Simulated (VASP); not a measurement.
Runs of VASP 6.6.1 on ZnS (Wurtzite-2H). It takes space group P6_3mc (No. 186, hexagonal). The conventional cell has a = 3.811 Å, b = 3.811 Å, c = 6.234 Å, α = 90.00°, β = 90.00°, γ = 120.00°. Within 3.1 Å of Zn (site symmetry 3m) lie 4 S at 2.31 to 2.40 Å. S (site symmetry 3m) has 4 Zn at 2.31 to 2.40 Å within 3.1 Å. 

| level | potentials or basis | gap on the mesh (eV) | pressure (GPa) | largest force (eV/Å) |
| --- | --- | --- | --- | --- |
| BLYP | VASP PAW PBE potentials, release 64 (Zn, S) | 2.26 | (a) | 0.34 |
| revPBE | VASP PAW PBE potentials, release 64 (Zn, S) | 2.38 | (b) | 0.33 |
| LDA | VASP PAW LDA potentials, release 64 (Zn, S) | 2.02 | (c) | 0.30 |
| r2SCAN | VASP PAW PBE potentials, release 64 (Zn, S) | 2.83 | 0.2 | 0.32 |

Alike in all rows: task single point; no spin polarisation; cell as given; k mesh 6 × 6 × 4; cutoff (eV) 520; smearing gaussian 0.01 eV.

Estimate the missing entries.

(a) 6.4; (b) 4.4; (c) -3.7.

Caveats: the PAW data sets were made with another functional, which shifts forces and pressure a little (some runs).

